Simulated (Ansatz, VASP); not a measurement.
# One calculation of BeTe, two programs

```
Be Te
1.0
     0.00000    2.83146    2.83146
     2.83146    0.00000    2.83146
     2.83146    2.83146    0.00000
Be Te
1 1
Cartesian
  0.0000 0.0000 0.0000
  1.4157 1.4157 1.4157
```

Alike in both runs: task electric field gradients; functional r2SCAN; k mesh 8 × 8 × 8; occupations fermi-dirac, width 0.02 eV; no spin polarisation.

|  | VASP | Ansatz |
| --- | --- | --- |
| version | VASP 6.6.1 | Ansatz 0.2.0 |
| potentials or method | VASP PAW PBE potentials, release 64 (Be, Te), cutoff 520 eV | all-electron PAW with datasets made for the crystal, scalar-relativistic |

```tsv
	VASP	Ansatz	Ansatz less VASP
gap on the k mesh at the Fermi level (eV)	2.38	2.38	+0.006
pressure (GPa)	0.0	-0.2	-0.15
```

VASP's potentials were made for PBE, not for r2SCAN. Ansatz ran all-electron here, and VASP with PAW potentials.

Spin-orbit coupling is off throughout.
